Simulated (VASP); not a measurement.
Write the native input for VASP 6.6.1 that does the following.

- Task: single point
- Functional: r2SCAN
- Potentials or basis: VASP PAW PBE potentials, release 64 (Bi_d)
- Cutoff: 520 eV
- k mesh: 8 × 8 × 8
- Occupations: gaussian, width 0.01 eV
- Spin: no spin polarisation
- Dipole correction: no
- Further INCAR settings: ALGO = Normal; EDIFF = 1e-06; NBANDS = 38

Bi:

```
Bi
1.0
     2.25810   -6.42691    0.00000
     2.25810    6.42691    0.00000
     0.00000    0.00000    5.08292
Bi
4
Cartesian
  2.2581 4.9293 4.8468
  2.2581 -1.4976 2.7776
  2.2581 -4.9293 0.2361
  2.2581 1.4976 2.3053
```

One way to write it, as run:

POSCAR

```
Bi
1.0
    2.2580968409     -6.4269103984      0.0000000000
    2.2580968409      6.4269103984      0.0000000000
    0.0000000000      0.0000000000      5.0829188310
Bi
4
Direct
    0.1165137890      0.8834862110      0.9535405389
    0.6165137890      0.3834862110      0.5464594611
    0.8834862110      0.1165137890      0.0464594611
    0.3834862110      0.6165137890      0.4535405389
```

INCAR.step1

```
SYSTEM = Bi
PREC = Accurate ; ENCUT = 520
ISMEAR = 0 ; SIGMA = 0.01
LREAL = .FALSE. ; LASPH = .TRUE.
NELM = 100 ; NBANDS = 38
GGA = PE ; ALGO = Normal
EDIFF = 1E-4 ; LWAVE = .TRUE.
LCHARG = .FALSE.
```

INCAR.step2

```
SYSTEM = Bi
PREC = Accurate ; ENCUT = 520
EDIFF = 1E-6 ; ISMEAR = 0
SIGMA = 0.01 ; LREAL = .FALSE.
LASPH = .TRUE. ; NELM = 100
ALGO = Normal ; ISIF = 2
LWAVE = .FALSE. ; LCHARG = .TRUE.
METAGGA = R2SCAN ; LMIXTAU = .TRUE.
LELF = .TRUE. ; LVHAR = .TRUE.
NBANDS = 38 ; ISTART = 1
```

KPOINTS

```
Automatic mesh
0
G
  8 8 8
  0 0 0
```

Potentials or basis: VASP PAW PBE potentials, release 64 (Bi_d).

Command:

```sh
$ cat potpaw_PBE.64/Bi_d/POTCAR > POTCAR
$ cp INCAR.step1 INCAR
$ mpirun -np 1 vasp_std > vasp.out
$ cp INCAR.step2 INCAR
$ mpirun -np 1 vasp_std > vasp.out
```

It gave:

```json
{
  "Pressure": "0.0 GPa",
  "Largest force": "0.011 eV/Å",
  "Band gap on the k mesh": "zero (bands 30 and 31 overlap by 0.17 eV)"
}
```

Caveat: the PAW data sets were made with another functional, which shifts forces and pressure a little; spin-orbit coupling is left out, which moves the levels of the heavy elements.

It took 41 min on 1 thread of Oxide Virtual Turin-like Processor, on a shared host, peak memory 0.61 GiB.
